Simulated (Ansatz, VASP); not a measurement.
## Two plane-wave programs on HfSiO4

```
CELL_PARAMETERS angstrom
0.00000 3.45596 3.45596
3.45596 0.00000 3.45596
3.45596 3.45596 0.00000
ATOMIC_POSITIONS crystal
Hf 0.50000 0.50000 0.50000
Si 0.00000 0.00000 0.00000
O 0.13228 0.60315 0.13228
O 0.13228 0.13228 0.60315
O 0.60315 0.13228 0.13228
O 0.13228 0.13228 0.13228
```

Change from the starting cell: species swapped into the TlClO4 type (F-43m, No. 216).

Alike in both runs: functional PBE; k mesh 4 × 4 × 4; occupations gaussian, width 0.1 eV; no spin polarisation.

Ansatz relaxed the structure, and its values are those at the end. VASP's run is a single point on that final structure, the one shown.

```csv
,VASP,Ansatz
version,VASP 6.6.1,Ansatz 0.2.0
potentials or method,"VASP PAW PBE potentials, release 64 (Hf_pv, Si, O), cutoff 520 eV","scalar-relativistic, plane waves, PAW"
valence electrons in the cell,38,54
```

|  | VASP | Ansatz | Ansatz less VASP |
| --- | --- | --- | --- |
| gap on the k mesh at the Fermi level (eV) | 0.13 | 0.14 | +0.007 |
| least direct gap on the mesh (eV) | 0.15 | 0.16 | +0.007 |
| pressure (GPa) | 0.1 | 0.1 | -0.07 |
| rms of the force components (eV/Å) | 0.050 | 0.004 | -0.0460 |

VASP's potentials hold 38 valence electrons a cell and Ansatz's 54, so a difference there can come from the potentials and not from the codes.

Spin-orbit coupling is off throughout.
